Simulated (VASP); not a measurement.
# CdSe (I-4m2) in VASP: further runs

CdSe is run at these levels: PBE, r2SCAN; tasks: single point.

All numbers are computed with VASP 6.6.1; they aren't measurements. Logs are shortened: lines on timing, memory, paths and dates and some standing lists are left out, and cuts for length are marked.

### 1 The cell of the first run

The structure is tetragonal, space group I-4m2 (No. 119). Conventional cell: a = 4.590 Å, b = 4.590 Å, c = 5.570 Å, α = 90.00°, β = 90.00°, γ = 90.00°. Cd (site symmetry -4m2) has 4 Se at 2.68 Å within 3.5 Å. Se (site symmetry -4m2) has 4 Cd at 2.68 Å within 3.5 Å.

### 2 Single point, PBE (epitaxial xy strain +5.8%)

INCAR

```
SYSTEM = CdSe
ALGO     = Normal         ! electronic algorithm
EDIFF    = 1E-6           ! SCF threshold, eV
ENCUT    = 520            ! plane-wave cutoff, eV
GGA      = PE             ! functional
ISIF     = 2              ! what is computed and relaxed
ISMEAR   = -1             ! smearing method
LASPH    = .True.         ! aspherical terms in the spheres
LCHARG   = .False.        ! write CHGCAR
LREAL    = .False.        ! projectors in reciprocal space
LWAVE    = .False.        ! write WAVECAR
NBANDS   = 16             ! bands
NELM     = 60             ! most SCF steps
PREC     = Accurate       ! precision mode
SIGMA    = 0.02           ! smearing width, eV
```

KPOINTS

```
k-points
0
Gamma
  8 8 8
  0 0 0
```

POSCAR

```
CdSe
1.0
    0.0000000000      3.2457122607      2.7851436868
    3.2457122607      0.0000000000      2.7851436868
    3.2457122607      3.2457122607      0.0000000000
Cd Se
1 1
Direct
    0.0000000000      0.0000000000      0.0000000000
    0.2500000000      0.2500000000      0.2500000000
```

Potentials or basis: VASP PAW PBE potentials, release 64 (Cd, Se).

Launch:

```
$ cat potpaw_PBE.64/Cd/POTCAR potpaw_PBE.64/Se/POTCAR > POTCAR
$ mpirun -np 1 vasp_std > vasp.out
```

OUTCAR:

```text
SYSTEM = CdSe
   EDIFF = 1E-6
   ENCUT = 520
   GGA = PE
   ISIF = 2
   ISMEAR = -1
   LASPH = .True.
   LREAL = .False.
   NELM = 60
   PREC = Accurate

 ion  position               nearest neighbor table
   1  0.000  0.000  0.000-   2 2.68   2 2.68   2 2.68   2 2.68
   2  0.250  0.250  0.250-   1 2.68   1 2.68   1 2.68   1 2.68

  LATTYP: Found a body centered tetragonal cell.
 ALAT       =     4.5901302986
 C/A-ratio  =     1.2135357846

  Lattice vectors:

 A1 = (   0.0000000000,  -3.2457122607,  -2.7851436868)
 A2 = (   0.0000000000,   3.2457122607,  -2.7851436868)
 A3 = (   3.2457122607,   0.0000000000,   2.7851436868)

Analysis of symmetry for initial positions (statically):
=====================================================================
 Subroutine PRICEL returns:
 Original cell was already a primitive cell.

 Routine SETGRP: Setting up the symmetry group for a
 body centered tetragonal supercell.

 Subroutine GETGRP returns: Found  8 space group operations
 (whereof  8 operations were pure point group operations)
 out of a pool of 16 trial point group operations.

The static configuration has the point symmetry D_2d.

Analysis of symmetry for dynamics (positions and initial velocities):
=====================================================================
 Subroutine PRICEL returns:
 Original cell was already a primitive cell.

 Routine SETGRP: Setting up the symmetry group for a
 body centered tetragonal supercell.

 Subroutine GETGRP returns: Found  8 space group operations
 (whereof  8 operations were pure point group operations)
 out of a pool of 16 trial point group operations.

The dynamic configuration has the point symmetry D_2d.

 Subroutine INISYM returns: Found  8 space group operations
 (whereof  8 operations are pure point group operations),
 and found     1 'primitive' translations

----------------------------------------------------------------------------------------

                                     Primitive cell

  volume of cell :      58.6810

  direct lattice vectors                    reciprocal lattice vectors
     0.000000000  3.245712261  2.785143687    -0.154049392  0.154049392  0.179523951
     3.245712261  0.000000000  2.785143687     0.154049392 -0.154049392  0.179523951
     3.245712261  3.245712261  0.000000000     0.154049392  0.154049392 -0.179523951

  length of vectors
     4.276876598  4.276876598  4.590130299     0.282296439  0.282296439  0.282296439

  position of ions in fractional coordinates (direct lattice)
     0.000000000  0.000000000  0.000000000
     0.250000000  0.250000000  0.250000000

[... 77 lines left out ...]
   LREAL  =      F    real-space projection
   EDIFFG = 0.1E-04   stopping-criterion for IOM
   NSW    =      0    number of steps for IOM
   IBRION =     -1    ionic relax: 0-MD 1-quasi-New 2-CG
   NFREE  =      0    steps in history (QN), initial steepest desc. (CG)
   ISIF   =      2    stress and relaxation
   ISYM   =      2    0-nonsym 1-usesym 2-fastsym
   POTIM  = 0.5000    time-step for ionic-motion
   TEBEG  =    0.0;   TEEND  =   0.0 temperature during run
   PSTRESS=    0.0 pullay stress
   NELECT =      18.0000    total number of electrons
   NUPDOWN=      -1.0000    fix difference up-down
   EMIN   =  10.00;   EMAX   =-10.00  energy-range for DOS
   EFERMI =   0.00;   METHOD = LEGACY
   ISMEAR =    -1;   SIGMA  =   0.02  broadening in eV -4-tet -1-fermi 0-gaus
   EFERMI_NEDOS =   21; number of points for ismear=-14 and -15
   IALGO  =     38    algorithm
   IMIX   =      4    mixing-type and parameters
     AMIX     =   0.40;   BMIX     =  1.00
     AMIX_MAG =   1.60;   BMIX_MAG =  1.00
  volume/ion in A,a.u.               =      29.34       198.00
  Fermi-wavevector in a.u.,A,eV,Ry     =   1.104078  2.086405 16.585344  1.218988
  Thomas-Fermi vector in A             =   2.240546
   LORBIT       =      0    0 simple, 1 ext, 2 COOP (PROOUT), +10 PAW based schemes
   GGA     = PE    functional components
   LHFCALC =     F    Hartree Fock is set to
   AEXX    =    0.0000 exact exchange contribution
   IVDW    =     0    specifies the selected vdW correction
   LEPSILON=     F    determine dielectric tensor
   LRPA    =     F    only Hartree local field effects (RPA)
 non-spin polarized calculation
  energy-cutoff  :      520.00
  volume of cell :       58.68
 maximum number of plane-waves:      1603
   NGX = 15   NGY = 15   NGZ = 17

 number of electron      18.0000001 magnetization

 Free energy of the ion-electron system (eV)
  ---------------------------------------------------
  ext. energy  EPLUGINS =         0.00000000
  ---------------------------------------------------
  free energy    TOTEN  =        -5.45757595 eV

  energy without entropy =       -5.45757366  energy(sigma->0) =       -5.45757481

 E-fermi :   0.9365     XC(G=0):  -8.7185

 val. band max:        0.8126875529   @ k =   0.0000   0.0000   0.0000
 cond. band min:       1.0603793894   @ k =   0.0000   0.0000   0.0000
 fundamental gap:      0.2476918365
 Fermi energy:         0.9365382485

 k-point     1 :       0.0000    0.0000    0.0000
  band No.  band energies     occupation
      1     -11.7164      2.00000
      2      -7.1907      2.00000
      3      -7.1907      2.00000
      4      -7.1404      2.00000
      5      -6.8833      2.00000
      6      -6.8517      2.00000
[... 433 lines left out ...]
      3      -7.0621      2.00000
      4      -6.8911      2.00000
      5      -6.8763      2.00000
      6      -6.7888      2.00000
[... 8 lines left out ...]
     15      11.2267      0.00000
     16      12.6248      0.00000

 [... further k-points ...]

------------------------ aborting loop because EDIFF is reached ----------------------------------------

  FORCE on cell =-STRESS in cart. coord.  units (eV):
  Direction    XX          YY          ZZ          XY          YZ          ZX
  --------------------------------------------------------------------------------------
  -------------------------------------------------------------------------------------
  Total       -0.0937484     -0.0937484      0.6021050      0.0000000      0.0000000      0.0000000
  in kB       -2.5596290     -2.5596290     16.4393708      0.0000000      0.0000000      0.0000000
  external PRESSURE =       3.7733709 kB  Pullay stress =       0.0000000 kB

 VOLUME and BASIS-vectors are now :
 -----------------------------------------------------------------------------
  energy-cutoff  :      520.00
  volume of cell :       58.68
      direct lattice vectors                 reciprocal lattice vectors
     0.000000000  3.245712261  2.785143687    -0.154049392  0.154049392  0.179523951
     3.245712261  0.000000000  2.785143687     0.154049392 -0.154049392  0.179523951
     3.245712261  3.245712261  0.000000000     0.154049392  0.154049392 -0.179523951

 POSITION                                       TOTAL-FORCE (eV/Angst)
 -----------------------------------------------------------------------------------
      0.00000      0.00000      0.00000        -0.000000     -0.000000     -0.000000
      1.62286      1.62286      1.39257         0.000000      0.000000      0.000000
 -----------------------------------------------------------------------------------
    total drift:                               -0.000001     -0.000001      0.000001

  FREE ENERGIE OF THE ION-ELECTRON SYSTEM (eV)
  ---------------------------------------------------
  free  energy   TOTEN  =        -5.4575759539 eV

  energy  without entropy=       -5.4575736586  energy(sigma->0) =       -5.45757481
```

OSZICAR:

```text
N       E                     dE             d eps       ncg     rms          rms(c)
DAV:   1     0.106702176130E+03    0.10670E+03   -0.87581E+03  1936   0.100E+03
DAV:   2    -0.176800736125E+01   -0.10847E+03   -0.10200E+03  2280   0.245E+02
DAV:   3    -0.583508649953E+01   -0.40671E+01   -0.40599E+01  2176   0.496E+01
DAV:   4    -0.585232620972E+01   -0.17240E-01   -0.17239E-01  2432   0.325E+00
DAV:   5    -0.585243194510E+01   -0.10574E-03   -0.10574E-03  2232   0.223E-01    0.555E+00
DAV:   6    -0.547835021350E+01    0.37408E+00   -0.56696E-01  2600   0.863E+00    0.449E+00
DAV:   7    -0.545656963505E+01    0.21781E-01   -0.14118E-01  2256   0.248E+00    0.199E+00
DAV:   8    -0.545729433664E+01   -0.72470E-03   -0.12857E-02  2176   0.134E+00    0.245E-01
DAV:   9    -0.545747327391E+01   -0.17894E-03   -0.14295E-03  2304   0.465E-01    0.493E-02
DAV:  10    -0.545753301645E+01   -0.59743E-04   -0.16229E-04  2320   0.155E-01    0.452E-02
DAV:  11    -0.545757627920E+01   -0.43263E-04   -0.75311E-05  2224   0.568E-02    0.177E-02
DAV:  12    -0.545757595387E+01    0.32534E-06   -0.19345E-06  2032   0.151E-02
   1 F= -.54575760E+01 E0= -.54575748E+01  d E =-.229525E-05
```

stdout:

```text
POSCAR found type information on POSCAR CdSe
 POSCAR found :  2 types and       2 ions
 scaLAPACK will be used
 LDA part: xc-table for (Slater+PW92), standard interpolation
 POSCAR, INCAR and KPOINTS ok, starting setup
 FFT: planning ... GRIDC
 FFT: planning ... GRID_SOFT
 FFT: planning ... GRID
 WAVECAR not read
 entering main loop
```

Run time: 21 s. Hardware: 1 thread of Intel Xeon 6975P-C (Granite Rapids), shared host; peak memory 0.21 GiB.

What came out:

| Quantity | Value |
| --- | --- |
| Free energy | -5.4576 eV |
| Pressure | 0.4 GPa |
| Band gap on the k mesh | 0.25 eV, direct |

Stress tensor (GPa, compression positive):
```
-0.26  0.00  0.00
 0.00 -0.26  0.00
 0.00  0.00  1.64
```

Caveat: the cell differs from its parent crystal (epitaxial xy strain +5.8%).

### 3 Single point, r2SCAN (epitaxial xy strain +5.8%)

POSCAR is that of step 2.

INCAR.step1

```
  PREC = Accurate
  ENCUT = 520
  ISMEAR = 0
  SIGMA = 0.01
  LREAL = False
  LASPH = True
  NELM = 80
  NBANDS = 16
  GGA = PE
  ALGO = Normal
  EDIFF = 1E-4
  LWAVE = True
  LCHARG = False
```

INCAR.step2

```
  PREC = Accurate
  ENCUT = 520
  EDIFF = 1E-6
  ISMEAR = 0
  SIGMA = 0.01
  LREAL = False
  LASPH = True
  NELM = 80
  ALGO = Normal
  ISIF = 2
  LWAVE = False
  LCHARG = False
  METAGGA = R2SCAN
  LMIXTAU = True
  NBANDS = 16
  ISTART = 1
```

KPOINTS

```
regular mesh
0
Gamma
  8 8 8
```

Potentials or basis: VASP PAW PBE potentials, release 64 (Cd, Se).

Launch:

```
$ cat potpaw_PBE.64/Cd/POTCAR potpaw_PBE.64/Se/POTCAR > POTCAR
$ cp INCAR.step1 INCAR
$ mpirun -np 1 vasp_std > vasp.out
$ cp INCAR.step2 INCAR
$ mpirun -np 1 vasp_std > vasp.out
```

It took 83 s on 1 thread of Intel Xeon 6975P-C (Granite Rapids), shared host; peak memory 0.23 GiB.

The run converged. Its results:

```
Free energy            : -35.8733 eV
Pressure               : -1.2 GPa
Band gap on the k mesh : 0.72 eV, direct
```

Stress tensor (GPa, compression positive):
```
-1.82  0.00  0.00
 0.00 -1.82  0.00
 0.00  0.00  0.19
```

Levels at points of the mesh, in eV from the valence-band top:
```csv
k point,band 5,band 6,band 7,band 8,band 9,band 10,band 11,band 12,band 13,band 14
"(0.00, 0.00, 0.00)",-7.91,-7.89,-0.35,-0.35,0.00,0.72,6.34,6.41,6.41,9.91
"(0.50, 0.00, 0.00)",-7.85,-7.64,-4.32,-1.18,-0.63,2.43,6.22,7.31,7.74,10.06
"(0.50, 0.50, 0.00)",-7.83,-7.43,-3.50,-2.31,-2.31,3.02,3.12,10.13,10.30,10.30
"(0.50, 0.00, 0.50)",-7.87,-7.65,-4.31,-1.78,-1.56,3.51,4.38,8.70,9.50,10.75
```

Caveat: the cell differs from its parent crystal (epitaxial xy strain +5.8%); the PAW data sets were made with another functional, which shifts forces and pressure a little.
